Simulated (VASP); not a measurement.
Ir:

```
CELL_PARAMETERS angstrom
0.00000 1.88313 1.88313
1.88313 0.00000 1.88313
1.88313 1.88313 0.00000
ATOMIC_POSITIONS crystal
Ir 0.00000 0.00000 0.00000
```

| Item | Value |
| --- | --- |
| Program | VASP 6.6.1 |
| Task | relaxation of cell and atoms |
| Functional | PBE |
| Dispersion | D3(BJ) |
| Potentials or basis | VASP PAW PBE potentials, release 64 (Ir) |
| Cutoff | 650 eV |
| k mesh | 17 × 17 × 17 |
| Occupations | fermi-dirac, width 0.02 eV |
| Spin | no spin polarisation |

At the start: pressure 26.4 GPa; volume 13.36 Å³/atom.

Q: How do energy, volume and symmetry change on relaxing?

A: Over 21 steps the energy falls by 64.2 meV/atom and the volume is 14.18 Å³/atom (+6.2 %); space group Fm-3m (No. 225, to 0.1 Å) before and after.

Step by step:
```tsv
step	energy change (eV)	largest force (eV/Å)	pressure (GPa)	volume (Å³)
1	0.0000	0.0000	26.41	13.36
2	0.6946	0.0000	-48.28	18.08
3	-0.0633	0.0000	-2.69	14.29
4	-0.0641	0.0000	-0.29	14.20
5	-0.0642	0.0000	0.18	14.18
6	-0.0642	0.0000	0.18	14.18
7	-0.0642	0.0000	0.16	14.18
8	-0.0642	0.0000	0.16	14.18
9	-0.0642	0.0000	0.16	14.18
10	-0.0642	0.0000	0.16	14.18
11	-0.0642	0.0000	0.16	14.18
12	-0.0642	0.0000	0.16	14.18
13	-0.0642	0.0000	0.15	14.18
14	-0.0642	0.0000	0.15	14.18
15	-0.0642	0.0000	0.14	14.18
16	-0.0642	0.0000	0.11	14.18
17	-0.0642	0.0000	0.06	14.18
18	-0.0642	0.0000	-0.05	14.19
19	-0.0642	0.0000	0.00	14.18
20	-0.0642	0.0000	-0.01	14.18
21	-0.0642	0.0000	-0.01	14.18
```

Final structure:
```
CELL_PARAMETERS angstrom
0.00000 1.92131 1.92131
1.92131 0.00000 1.92131
1.92131 1.92131 0.00000
ATOMIC_POSITIONS crystal
Ir 0.00000 0.00000 0.00000
```
